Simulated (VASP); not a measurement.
Input of a VASP 6.6.1 run:

INCAR

```
SYSTEM = As3Se2
ALGO     = Normal         ! electronic algorithm
EDIFF    = 1E-7           ! SCF threshold, eV
ENCUT    = 520            ! plane-wave cutoff, eV
GGA      = PE             ! functional
ISIF     = 2              ! what is computed and relaxed
ISMEAR   = 0              ! smearing method
LASPH    = .TRUE.         ! aspherical terms in the spheres
LCHARG   = .FALSE.        ! write CHGCAR
LREAL    = .FALSE.        ! projectors in reciprocal space
LWAVE    = .FALSE.        ! write WAVECAR
NBANDS   = 22             ! bands
NELM     = 100            ! most SCF steps
PREC     = Accurate       ! precision mode
SIGMA    = 0.1            ! smearing width, eV
```

File KPOINTS:

```
k-points
0
G
  4 4 4
  0 0 0
```

The input POSCAR:

```
As3Se2
1.0
    2.9865833600     -2.9055975300      0.0000000000
    2.9865833600      2.9055975300      0.0000000000
   -1.5171794200      0.0000000000      5.9759860700
As Se
3 2
Direct
    0.2988999900      0.2988999900      0.2614999900
    0.7011000100      0.7011000100      0.7385000100
    0.5000000000      0.5000000000      0.5000000000
    0.8087000100      0.8087000100      0.2011000000
    0.1912999900      0.1912999900      0.7989000000
```

Potentials or basis: VASP PAW PBE potentials, release 64 (As, Se).

The run is started by

```console
$ cat potpaw_PBE.64/As/POTCAR potpaw_PBE.64/Se/POTCAR > POTCAR
$ mpirun -np 1 vasp_std > vasp.out
```

Problem. Estimate the pressure.

Solution. 67.8 GPa.

Problem. What does it give for the largest force?

Solution. 36.987 eV/Å.

Stress tensor (GPa, compression positive):
```
 50.58   0.00  79.86
  0.00   4.64   0.00
 79.86   0.00 148.24
```

Caveat: the k points lie up to 0.38 Å⁻¹ apart; forces of over 1 eV/Å act on the atoms, so gaps and moduli don't describe the material at rest.
